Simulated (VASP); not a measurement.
**PtSe2: single point with r2SCAN**

PtSe2:

```xyz
3
Lattice="3.6727 0.0000 0.0000 -1.8364 3.1807 0.0000 0.0000 0.0000 5.1980" Properties=species:S:1:pos:R:3 pbc="T T T"
Pt    0.0000    0.0000    0.0000
Se    0.0000    2.1204    1.3225
Se    1.8364    1.0602    3.8755
```

This cell differs from its parent crystal: strain -1.5%.

```yaml
Program: VASP 6.6.1
Task: single point
Functional: r2SCAN
Potentials_or_basis: VASP PAW PBE potentials, release 64 (Pt, Se)
Cutoff: 520 eV
k_mesh: 12 × 12 × 6
Occupations: fermi-dirac, width 0.02 eV
Spin: no spin polarisation
```

- Pressure: 4.9 GPa
- Largest force: 0.018 eV/Å
- Band gap on the k mesh: zero (band 11 reaches 6.64 eV, above the bottom of band 12 at 6.42 eV)

Forces on the atoms (eV/Å):
```
Pt   0.000  0.000  0.000
Se   0.000  0.000 -0.018
Se   0.000  0.000  0.018
```

Stress tensor (GPa, compression positive):
```
5.93 0.00 0.00
0.00 5.93 0.00
0.00 0.00 2.98
```

Levels at points of the mesh, in eV from the Fermi level:
| k point | band 8 | band 9 | band 10 | band 11 | band 12 | band 13 | band 14 | band 15 |
| --- | --- | --- | --- | --- | --- | --- | --- | --- |
| (0.00, 0.00, 0.00) | -3.00 | -1.12 | -1.12 | 0.23 | 1.47 | 1.47 | 4.17 | 4.80 |
| (0.50, 0.00, 0.00) | -3.73 | -3.64 | -3.56 | -3.18 | 0.68 | 2.30 | 5.10 | 6.15 |
| (0.00, 0.00, 0.50) | -3.25 | -1.91 | -1.56 | -1.56 | 2.30 | 2.30 | 5.23 | 6.85 |
| (0.50, 0.00, 0.50) | -3.73 | -3.42 | -2.86 | -1.67 | 0.96 | 1.72 | 4.59 | 5.04 |

Wall time 7.8 min on 1 thread of Intel(R) Xeon(R) Platinum 8259CL CPU @ 2.50GHz (Skylake/Cascade Lake), with other jobs on the host, peak memory 0.26 GiB.

Caveat: the cell differs from its parent crystal (strain -1.5%); the PAW data sets were made with another functional, which shifts forces and pressure a little; spin-orbit coupling is left out, which moves the levels of the heavy elements.
